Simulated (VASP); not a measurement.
# GaSb (P4_12_12) in VASP: notebook

GaSb is run at these levels: PBE; tasks: single point.

All numbers are computed with VASP 6.6.1; they aren't measurements. Logs are shortened: lines on timing, memory, paths and dates and some standing lists are left out, and cuts for length are marked.

### Step 1. The cell of the first run

Symmetry: P4_12_12, No. 92, tetragonal system. Conventional cell: a = 7.460 Å, b = 7.460 Å, c = 4.244 Å, α = 90.00°, β = 90.00°, γ = 90.00°. Within 3.6 Å of Ga (site symmetry 2) lie 4 Sb at 2.71 to 2.75 Å. Sb (site symmetry 2) has 4 Ga at 2.71 to 2.75 Å within 3.6 Å.

The cell was built from a structure type or drawn by symmetry, and may not be a known phase.

### Step 2. Single point, PBE

INCAR reads:

```
SYSTEM = GaSb
PREC = Accurate
ENCUT = 520
EDIFF = 1E-6
ISMEAR = 0
SIGMA = 0.1
LREAL = .FALSE.
LASPH = .TRUE.
NELM = 100
ALGO = Normal
ISIF = 2
LWAVE = .FALSE.
LCHARG = .FALSE.
GGA = PE
NBANDS = 46
```

KPOINTS reads:

```
Automatic mesh
0
G
  6 6 10
  0 0 0
```

POSCAR reads:

```
GaSb
1.0
    7.4603967645      0.0000000000      0.0000000000
    0.0000000000      7.4603967645      0.0000000000
    0.0000000000      0.0000000000      4.2435118631
Ga Sb
4 4
Direct
    0.6675134050      0.6675134050      0.5000000000
    0.1675134050      0.8324865950      0.2500000000
    0.3324865950      0.3324865950      0.0000000000
    0.8324865950      0.1675134050      0.7500000000
    0.8270060753      0.8270060753      0.0000000000
    0.3270060753      0.6729939247      0.7500000000
    0.1729939247      0.1729939247      0.5000000000
    0.6729939247      0.3270060753      0.2500000000
```

Potentials or basis: VASP PAW PBE potentials, release 64 (Ga_d, Sb).

On the command line:

```
$ cat potpaw_PBE.64/Ga_d/POTCAR potpaw_PBE.64/Sb/POTCAR > POTCAR
$ mpirun -np 1 vasp_std > vasp.out
```

OUTCAR:

```text
SYSTEM = GaSb
   PREC = Accurate
   ENCUT = 520
   EDIFF = 1E-6
   ISMEAR = 0
   LREAL = .FALSE.
   LASPH = .TRUE.
   NELM = 100
   ISIF = 2
   GGA = PE

 ion  position               nearest neighbor table
   1  0.668  0.668  0.500-   5 2.71   5 2.71   8 2.75   6 2.75
   2  0.168  0.832  0.250-   6 2.71   6 2.71   7 2.75   5 2.75
   3  0.332  0.332  0.000-   7 2.71   7 2.71   8 2.75   6 2.75
   4  0.832  0.168  0.750-   8 2.71   8 2.71   5 2.75   7 2.75
   5  0.827  0.827  0.000-   1 2.71   1 2.71   4 2.75   2 2.75
   6  0.327  0.673  0.750-   2 2.71   2 2.71   3 2.75   1 2.75
   7  0.173  0.173  0.500-   3 2.71   3 2.71   4 2.75   2 2.75
   8  0.673  0.327  0.250-   4 2.71   4 2.71   1 2.75   3 2.75

  LATTYP: Found a simple tetragonal cell.
 ALAT       =     7.4603967645
 C/A-ratio  =     0.5688051182

  Lattice vectors:

 A1 = (   7.4603967645,   0.0000000000,   0.0000000000)
 A2 = (   0.0000000000,   7.4603967645,   0.0000000000)
 A3 = (   0.0000000000,   0.0000000000,   4.2435118631)

Analysis of symmetry for initial positions (statically):
=====================================================================
 Subroutine PRICEL returns:
 Original cell was already a primitive cell.

 Routine SETGRP: Setting up the symmetry group for a
 simple tetragonal supercell.

 Subroutine GETGRP returns: Found  8 space group operations
 (whereof  2 operations were pure point group operations)
 out of a pool of 16 trial point group operations.

The static configuration has the point symmetry C_2 .
 The point group associated with its full space group is D_4 .

Analysis of symmetry for dynamics (positions and initial velocities):
=====================================================================
 Subroutine PRICEL returns:
 Original cell was already a primitive cell.

 Routine SETGRP: Setting up the symmetry group for a
 simple tetragonal supercell.

 Subroutine GETGRP returns: Found  8 space group operations
 (whereof  2 operations were pure point group operations)
 out of a pool of 16 trial point group operations.

The dynamic configuration has the point symmetry C_2 .
 The point group associated with its full space group is D_4 .

 Subroutine INISYM returns: Found  8 space group operations
 (whereof  2 operations are pure point group operations),
 and found     1 'primitive' translations

----------------------------------------------------------------------------------------

                                     Primitive cell

  volume of cell :     236.1833

  direct lattice vectors                    reciprocal lattice vectors
     7.460396765  0.000000000  0.000000000     0.134041128  0.000000000  0.000000000
     0.000000000  7.460396765  0.000000000     0.000000000  0.134041128  0.000000000
     0.000000000  0.000000000  4.243511863     0.000000000  0.000000000  0.235653872

  length of vectors
     7.460396765  7.460396765  4.243511863     0.134041128  0.134041128  0.235653872

  position of ions in fractional coordinates (direct lattice)
     0.667513405  0.667513405  0.500000000
     0.167513405  0.832486595  0.250000000
     0.332486595  0.332486595  0.000000000
     0.832486595  0.167513405  0.750000000
     0.827006075  0.827006075  0.000000000
     0.327006075  0.672993925  0.750000000
     0.172993925  0.172993925  0.500000000
     0.672993925  0.327006075  0.250000000

  ion indices of the primitive-cell ions
   primitive index   ion index
                 1           1
                 2           2
                 3           3
                 4           4
                 5           5
                 6           6
                 7           7
                 8           8

----------------------------------------------------------------------------------------

 KPOINTS: Automatic mesh

Automatic generation of k-mesh.
 Grid dimensions read from file:
 generate k-points for:    6    6   10

 Generating k-lattice:

  Cartesian coordinates                     Fractional coordinates (reciprocal lattice)
     0.022340188  0.000000000  0.000000000     0.166666667  0.000000000  0.000000000
     0.000000000  0.022340188  0.000000000     0.000000000  0.166666667  0.000000000
     0.000000000  0.000000000  0.023565387     0.000000000  0.000000000  0.100000000

  Length of vectors
     0.022340188  0.022340188  0.023565387

  Shift w.r.t. Gamma in fractional coordinates (k-lattice)
     0.000000000  0.000000000  0.000000000

 Subroutine IBZKPT returns following result:
 ===========================================

 Found     60 irreducible k-points:

 Following reciprocal coordinates:
            Coordinates               Weight
  0.000000  0.000000  0.000000      1.000000
  0.166667  0.000000  0.000000      4.000000
  0.333333  0.000000  0.000000      4.000000
  0.500000  0.000000  0.000000      2.000000
  0.166667  0.166667  0.000000      4.000000
  0.333333  0.166667  0.000000      8.000000
[... 16 lines left out ...]
  0.333333  0.000000  0.200000      8.000000
  0.500000  0.000000  0.200000      4.000000
 [... further k-points ...]
   k-points           NKPTS =     60   k-points in BZ     NKDIM =     60   number of bands    NBANDS=     46
   number of dos      NEDOS =    301   number of ions     NIONS =      8
   total plane-waves  NPLWV = 100352
   dimension x,y,z NGX =    56 NGY =   56 NGZ =   32
   dimension x,y,z NGXF=   112 NGYF=  112 NGZF=   64
   ions per type =               4   4
   NGX,Y,Z   is equivalent  to a cutoff of  12.48, 12.48, 12.54 a.u.
   NGXF,Y,Z  is equivalent  to a cutoff of  24.96, 24.96, 25.07 a.u.
 SYSTEM =  GaSb
   PREC   = accura    normal or accurate (medium, high low for compatibility)
   ISTART =      0    job   : 0-new  1-cont  2-samecut
   ICHARG =      2    charge: 1-file 2-atom 10-const
   ISPIN  =      1    spin polarized calculation?
   LNONCOLLINEAR =      F non collinear calculations
   LSORBIT =      F    spin-orbit coupling
   LASPH  =      T    aspherical Exc in radial PAW
   ENCUT  =  520.0 eV  38.22 Ry    6.18 a.u.  13.87 13.87  7.89*2*pi/ulx,y,z
   NELM   =    100;   NELMIN=  2; NELMDL= -5     # of ELM steps
   EDIFF  = 0.1E-05   stopping-criterion for ELM
   LREAL  =      F    real-space projection
   EDIFFG = 0.1E-04   stopping-criterion for IOM
   NSW    =      0    number of steps for IOM
   IBRION =     -1    ionic relax: 0-MD 1-quasi-New 2-CG
   NFREE  =      0    steps in history (QN), initial steepest desc. (CG)
   ISIF   =      2    stress and relaxation
   ISYM   =      2    0-nonsym 1-usesym 2-fastsym
   POTIM  = 0.5000    time-step for ionic-motion
   TEBEG  =    0.0;   TEEND  =   0.0 temperature during run
   PSTRESS=    0.0 pullay stress
   NELECT =      72.0000    total number of electrons
   NUPDOWN=      -1.0000    fix difference up-down
   EMIN   =  10.00;   EMAX   =-10.00  energy-range for DOS
   EFERMI =   0.00;   METHOD = LEGACY
   ISMEAR =     0;   SIGMA  =   0.10  broadening in eV -4-tet -1-fermi 0-gaus
   EFERMI_NEDOS =   21; number of points for ismear=-14 and -15
   IALGO  =     38    algorithm
   IMIX   =      4    mixing-type and parameters
     AMIX     =   0.40;   BMIX     =  1.00
     AMIX_MAG =   1.60;   BMIX_MAG =  1.00
  volume/ion in A,a.u.               =      29.52       199.23
  Fermi-wavevector in a.u.,A,eV,Ry     =   1.101800  2.082099 16.516958  1.213962
  Thomas-Fermi vector in A             =   2.238232
   LORBIT       =      0    0 simple, 1 ext, 2 COOP (PROOUT), +10 PAW based schemes
   GGA     = PE    functional components
   LHFCALC =     F    Hartree Fock is set to
   AEXX    =    0.0000 exact exchange contribution
   IVDW    =     0    specifies the selected vdW correction
   LEPSILON=     F    determine dielectric tensor
   LRPA    =     F    only Hartree local field effects (RPA)
 non-spin polarized calculation
 Gauss-broadening in eV      SIGMA  =   0.10
  energy-cutoff  :      520.00
  volume of cell :      236.18
 maximum number of plane-waves:      6396
 NGX is ok and might be reduce to    56
   NGX = 27   NGY = 27   NGZ = 15

 number of electron      71.9999994 magnetization

 Free energy of the ion-electron system (eV)
  ---------------------------------------------------
  ext. energy  EPLUGINS =         0.00000000
  ---------------------------------------------------
  free energy    TOTEN  =       -27.93639008 eV

  energy without entropy =      -27.93494164  energy(sigma->0) =      -27.93566586

 E-fermi :   4.7184     XC(G=0):  -9.0312

 val. band max:        4.5624348078   @ k =   0.1667   0.1667   0.0000
 cond. band min:       4.7340223185   @ k =   0.0000   0.0000   0.2000
 fundamental gap:      0.1715875107
 Fermi energy:         4.7184105723

 k-point     1 :       0.0000    0.0000    0.0000
  band No.  band energies     occupation
      1     -10.4569      2.00000
      2     -10.4569      2.00000
      3     -10.4476      2.00000
      4     -10.4421      2.00000
      5     -10.4393      2.00000
      6     -10.4393      2.00000
[... 38 lines left out ...]
     45       8.2972      0.00000
     46       8.3442      0.00000

 k-point     2 :       0.1667    0.0000    0.0000
  band No.  band energies     occupation
      1     -10.4590      2.00000
      2     -10.4590      2.00000
      3     -10.4461      2.00000
      4     -10.4416      2.00000
      5     -10.4393      2.00000
      6     -10.4387      2.00000
[... 38 lines left out ...]
     45       8.2761      0.00000
     46       8.4652      0.00000

 k-point     3 :       0.3333    0.0000    0.0000
  band No.  band energies     occupation
      1     -10.4621      2.00000
      2     -10.4620      2.00000
      3     -10.4448      2.00000
      4     -10.4431      2.00000
      5     -10.4382      2.00000
      6     -10.4370      2.00000
[... 1018 lines left out ...]
     45       8.8389      0.00000
     46       8.9891      0.00000

 k-point    24 :       0.5000    0.0000    0.2000
  band No.  band energies     occupation
      1     -10.4663      2.00000
      2     -10.4663      2.00000
      3     -10.4485      2.00000
      4     -10.4485      2.00000
      5     -10.4343      2.00000
      6     -10.4343      2.00000
[... 38 lines left out ...]
     45       8.8943      0.00000
     46       8.8944      0.00000

 [... further k-points ...]
[... 5 lines left out ...]
  --------------------------------------------------------------------------------------
  -------------------------------------------------------------------------------------
  Total        0.1049086      0.1049086      0.1115153      0.0000000     -0.0000000      0.0000000
  in kB        0.7116598      0.7116598      0.7564768      0.0000000     -0.0000000      0.0000000
  external PRESSURE =       0.7265988 kB  Pullay stress =       0.0000000 kB

 VOLUME and BASIS-vectors are now :
 -----------------------------------------------------------------------------
  energy-cutoff  :      520.00
  volume of cell :      236.18
      direct lattice vectors                 reciprocal lattice vectors
     7.460396765  0.000000000  0.000000000     0.134041128  0.000000000  0.000000000
     0.000000000  7.460396765  0.000000000     0.000000000  0.134041128  0.000000000
     0.000000000  0.000000000  4.243511863     0.000000000  0.000000000  0.235653872

 POSITION                                       TOTAL-FORCE (eV/Angst)
 -----------------------------------------------------------------------------------
      4.97991      4.97991      2.12176         0.003990      0.003990     -0.000000
      1.24972      6.21068      1.06088         0.003990     -0.003990     -0.000000
      2.48048      2.48048      0.00000        -0.003990     -0.003990     -0.000000
      6.21068      1.24972      3.18263        -0.003990      0.003990      0.000000
      6.16979      6.16979      0.00000        -0.002559     -0.002559     -0.000000
      2.43960      5.02080      3.18263        -0.002559      0.002559     -0.000000
      1.29060      1.29060      2.12176         0.002559      0.002559     -0.000000
      5.02080      2.43960      1.06088         0.002559     -0.002559     -0.000000
 -----------------------------------------------------------------------------------
    total drift:                               -0.000000      0.000000      0.000000

  FREE ENERGIE OF THE ION-ELECTRON SYSTEM (eV)
  ---------------------------------------------------
  free  energy   TOTEN  =       -27.9363900820 eV

  energy  without entropy=      -27.9349416397  energy(sigma->0) =      -27.93566586
```

It took 4.6 min on 1 thread of Intel Xeon 6975P-C (Granite Rapids), shared host; peak memory 0.64 GiB.

What came out:

| Item | Value |
| --- | --- |
| Free energy | -27.9364 eV |
| Pressure | 0.1 GPa |
| Largest force | 0.006 eV/Å |
| Band gap on the k mesh | zero (bands 36 and 37 overlap by 0.30 eV) |

Forces in eV/Å, atoms in the order of the input:
```
Ga   0.004  0.004  0.000
Ga   0.004 -0.004  0.000
Ga  -0.004 -0.004  0.000
Ga  -0.004  0.004  0.000
Sb  -0.003 -0.003  0.000
Sb  -0.003  0.003  0.000
Sb   0.003  0.003  0.000
Sb   0.003 -0.003  0.000
```

Caveat: semilocal functionals underestimate gaps, so a narrow gap can read as zero; spin-orbit coupling is left out, which moves the levels of the heavy elements.

### Step 3. Single point, PBE

INCAR reads:

```
ALGO     = Normal         # electronic algorithm
EDIFF    = 1E-6           # SCF threshold, eV
ENCUT    = 520            # plane-wave cutoff, eV
GGA      = PE             # functional
ISIF     = 2              # what is computed and relaxed
ISMEAR   = 0              # smearing method
LASPH    = True           # aspherical terms in the spheres
LCHARG   = False          # write CHGCAR
LREAL    = False          # projectors in reciprocal space
LWAVE    = False          # write WAVECAR
NBANDS   = 46             # bands
NELM     = 80             # most SCF steps
PREC     = Accurate       # precision mode
SIGMA    = 0.1            # smearing width, eV
```

KPOINTS reads:

```
k-points
0
Gamma
  6 6 10
```

POSCAR is that of step 2.

Potentials or basis: VASP PAW PBE potentials, release 64 (Ga_d, Sb).

On the command line:

```
$ cat potpaw_PBE.64/Ga_d/POTCAR potpaw_PBE.64/Sb/POTCAR > POTCAR
$ mpirun -np 1 vasp_std > vasp.out
```

OUTCAR:

```text
EDIFF = 1E-6
   ENCUT = 520
   GGA = PE
   ISIF = 2
   ISMEAR = 0
   LASPH = True
   LREAL = False
   NELM = 80
   PREC = Accurate

 ion  position               nearest neighbor table
   1  0.668  0.668  0.500-   5 2.71   5 2.71   8 2.75   6 2.75
   2  0.168  0.832  0.250-   6 2.71   6 2.71   7 2.75   5 2.75
   3  0.332  0.332  0.000-   7 2.71   7 2.71   8 2.75   6 2.75
   4  0.832  0.168  0.750-   8 2.71   8 2.71   5 2.75   7 2.75
   5  0.827  0.827  0.000-   1 2.71   1 2.71   4 2.75   2 2.75
   6  0.327  0.673  0.750-   2 2.71   2 2.71   3 2.75   1 2.75
   7  0.173  0.173  0.500-   3 2.71   3 2.71   4 2.75   2 2.75
   8  0.673  0.327  0.250-   4 2.71   4 2.71   1 2.75   3 2.75

  LATTYP: Found a simple tetragonal cell.
 ALAT       =     7.4603967645
 C/A-ratio  =     0.5688051182

  Lattice vectors:

 A1 = (   7.4603967645,   0.0000000000,   0.0000000000)
 A2 = (   0.0000000000,   7.4603967645,   0.0000000000)
 A3 = (   0.0000000000,   0.0000000000,   4.2435118631)

Analysis of symmetry for initial positions (statically):
[... 186 lines left out ...]
  energy without entropy =      -27.93494164  energy(sigma->0) =      -27.93566586

 E-fermi :   4.7184     XC(G=0):  -9.0312

 val. band max:        4.5624348078   @ k =   0.1667   0.1667   0.0000
 cond. band min:       4.7340223185   @ k =   0.0000   0.0000   0.2000
 fundamental gap:      0.1715875107
 Fermi energy:         4.7184105723

 k-point     1 :       0.0000    0.0000    0.0000
  band No.  band energies     occupation
      1     -10.4569      2.00000
      2     -10.4569      2.00000
      3     -10.4476      2.00000
      4     -10.4421      2.00000
      5     -10.4393      2.00000
      6     -10.4393      2.00000
[... 1165 lines left out ...]
     45       8.8943      0.00000
     46       8.8944      0.00000

 [... further k-points ...]
[... 5 lines left out ...]
  --------------------------------------------------------------------------------------
  -------------------------------------------------------------------------------------
  Total        0.1049086      0.1049086      0.1115153      0.0000000     -0.0000000      0.0000000
  in kB        0.7116598      0.7116598      0.7564768      0.0000000     -0.0000000      0.0000000
  external PRESSURE =       0.7265988 kB  Pullay stress =       0.0000000 kB

 VOLUME and BASIS-vectors are now :
 -----------------------------------------------------------------------------
  energy-cutoff  :      520.00
  volume of cell :      236.18
      direct lattice vectors                 reciprocal lattice vectors
     7.460396765  0.000000000  0.000000000     0.134041128  0.000000000  0.000000000
     0.000000000  7.460396765  0.000000000     0.000000000  0.134041128  0.000000000
     0.000000000  0.000000000  4.243511863     0.000000000  0.000000000  0.235653872

 POSITION                                       TOTAL-FORCE (eV/Angst)
 -----------------------------------------------------------------------------------
      4.97991      4.97991      2.12176         0.003990      0.003990     -0.000000
      1.24972      6.21068      1.06088         0.003990     -0.003990     -0.000000
      2.48048      2.48048      0.00000        -0.003990     -0.003990     -0.000000
      6.21068      1.24972      3.18263        -0.003990      0.003990      0.000000
      6.16979      6.16979      0.00000        -0.002559     -0.002559     -0.000000
      2.43960      5.02080      3.18263        -0.002559      0.002559     -0.000000
      1.29060      1.29060      2.12176         0.002559      0.002559     -0.000000
      5.02080      2.43960      1.06088         0.002559     -0.002559     -0.000000
 -----------------------------------------------------------------------------------
    total drift:                               -0.000000      0.000000      0.000000

  FREE ENERGIE OF THE ION-ELECTRON SYSTEM (eV)
  ---------------------------------------------------
  free  energy   TOTEN  =       -27.9363900820 eV

  energy  without entropy=      -27.9349416397  energy(sigma->0) =      -27.93566586
```

Wall time 4.4 min (1 thread of Intel Xeon 6975P-C (Granite Rapids), shared host); peak memory 0.64 GiB.

Results:

* Free energy: -27.9364 eV
* Pressure: 0.1 GPa
* Largest force: 0.006 eV/Å
* Band gap on the k mesh: zero (bands 36 and 37 overlap by 0.30 eV)

Forces in eV/Å, atoms in the order of the input:
```
Ga   0.004  0.004  0.000
Ga   0.004 -0.004  0.000
Ga  -0.004 -0.004  0.000
Ga  -0.004  0.004  0.000
Sb  -0.003 -0.003  0.000
Sb  -0.003  0.003  0.000
Sb   0.003  0.003  0.000
Sb   0.003 -0.003  0.000
```

Caveat: semilocal functionals underestimate gaps, so a narrow gap can read as zero; spin-orbit coupling is left out, which moves the levels of the heavy elements.
